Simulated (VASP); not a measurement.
Wanted: the native input for a VASP 6.6.1 run.

```yaml
Task: single point
Functional: LDA
Potentials_or_basis: VASP PAW LDA potentials, release 64 (Mn_pv, Pt)
Cutoff: 520 eV
k_mesh: 6 × 6 × 8
Occupations: gaussian, width 0.05 eV
Spin: collinear spin, antiferromagnetic start
Starting_moments: "[3.5, -3.5, 0.0, 0.0, 0.0, 0.0, 0.0, 0.0] μB"
Dipole_correction: no
Further_INCAR_settings: ALGO = Normal; EDIFF = 1e-07; NBANDS = 57
```

The structure of MnPt3 lies in POSCAR:

```
MnPt3
1.0
    0.0000000000      3.8422971783      3.8422971783
    0.0000000000     -3.8422971783      3.8422971783
    3.8422971783      0.0000000000      0.0000000000
Mn Pt
2 6
Direct
    0.0000000000      0.0000000000      0.0000000000
    0.5000000000      0.5000000000      0.0000000000
    0.5000000000      0.0000000000      0.0000000000
    0.2500000000      0.2500000000      0.5000000000
    0.2500000000     -0.2500000000      0.5000000000
    1.0000000000      0.5000000000      0.0000000000
    0.7500000000      0.7500000000      0.5000000000
    0.7500000000      0.2500000000      0.5000000000
```

One way to write it, as run:

INCAR

```
SYSTEM = MnPt3
PREC     = Accurate       ! precision mode
ENCUT    = 520            ! plane-wave cutoff, eV
EDIFF    = 1E-7           ! SCF threshold, eV
ISMEAR   = 0              ! smearing method
SIGMA    = 0.05           ! smearing width, eV
LREAL    = .False.        ! projectors in reciprocal space
LASPH    = .True.         ! aspherical terms in the spheres
NELM     = 150            ! most SCF steps
ALGO     = Normal         ! electronic algorithm
ISIF     = 2              ! what is computed and relaxed
LWAVE    = .False.        ! write WAVECAR
LCHARG   = .False.        ! write CHGCAR
ISPIN    = 2              ! spin polarisation
MAGMOM   = 3.5 -3.5 0 0 0 0 0 0 ! initial moments
LORBIT   = 11             ! projections on sites
LMAXMIX  = 4              ! l up to which the mixer works
NBANDS   = 57             ! bands
KPAR     = 4
```

KPOINTS

```
Automatic mesh
0
Gamma
  6 6 8
  0 0 0
```

Potentials or basis: VASP PAW LDA potentials, release 64 (Mn_pv, Pt).

Launch:

```bash
$ cat potpaw_LDA.64/Mn_pv/POTCAR potpaw_LDA.64/Pt/POTCAR > POTCAR
$ mpirun -np 4 vasp_std > vasp.out
```

It gave:

```yaml
Pressure: -0.5 GPa
Band_gap_on_the_k_mesh: zero (filled and empty bands overlap)
Net_moment: 0.00 μB per cell
Site_moments: Mn +3.42, -3.42; Pt +0.00 μB
Valence_electrons_inside_the_program's_atomic_spheres: Mn 11.59; Pt 9.45, 9.46 (each value once)
```

Caveat: the antiferromagnetic order is the one typed at the start, and another may lie lower; spin-orbit coupling is left out, which moves the levels of the heavy elements.

Run time: 4.6 min on 4 MPI ranks on AMD EPYC 9755 128-Core Processor (shared host), peak memory 0.48 GiB a rank.
